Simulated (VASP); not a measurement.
## As: single point with PBEsol

Crystal: As.

```xyz
2
Lattice="1.8808 1.0859 3.5141 -1.8808 1.0859 3.5141 0.0000 -2.1718 3.5141" Properties=species:S:1:pos:R:3 pbc="T T T"
As    0.0000    0.0000    2.3825
As    0.0000    0.0000    8.1597
```

```yaml
Program: VASP 6.6.1
Task: single point
Functional: PBEsol
Potentials_or_basis: VASP PAW PBE potentials, release 64 (As)
Cutoff: 520 eV
k_mesh: 8 × 8 × 8
Occupations: fermi-dirac, width 0.05 eV
Spin: no spin polarisation
Dipole_correction: no
k_mesh_for_the_DOS: 12 × 12 × 12
Occupations_for_the_DOS: tetrahedron
Further_INCAR_settings: ALGO = Normal; EDIFF = 1e-06; NBANDS = 12
```

```yaml
Valence_electrons_inside_the_program's_atomic_spheres: As 2.71
```

Levels at points of the mesh, in eV from the Fermi level:
```tsv
k point	band 2	band 3	band 4	band 5	band 6	band 7	band 8	band 9
(0.00, 0.00, 0.00)	-5.73	-2.43	-1.98	-1.98	1.62	2.95	2.95	6.89
(0.50, 0.00, 0.00)	-11.06	-2.82	-2.75	-0.32	-0.31	0.40	1.46	8.91
(0.50, 0.50, 0.00)	-9.70	-5.93	-4.15	-4.10	1.40	5.54	6.94	7.35
(0.50, 0.50, 0.50)	-9.91	-1.73	-1.73	-0.63	0.83	0.83	1.93	7.95
```

Run time: 53 s on 1 thread of Intel(R) Xeon(R) Platinum 8259CL CPU @ 2.50GHz (Skylake/Cascade Lake), on a shared host, peak memory 0.22 GiB.
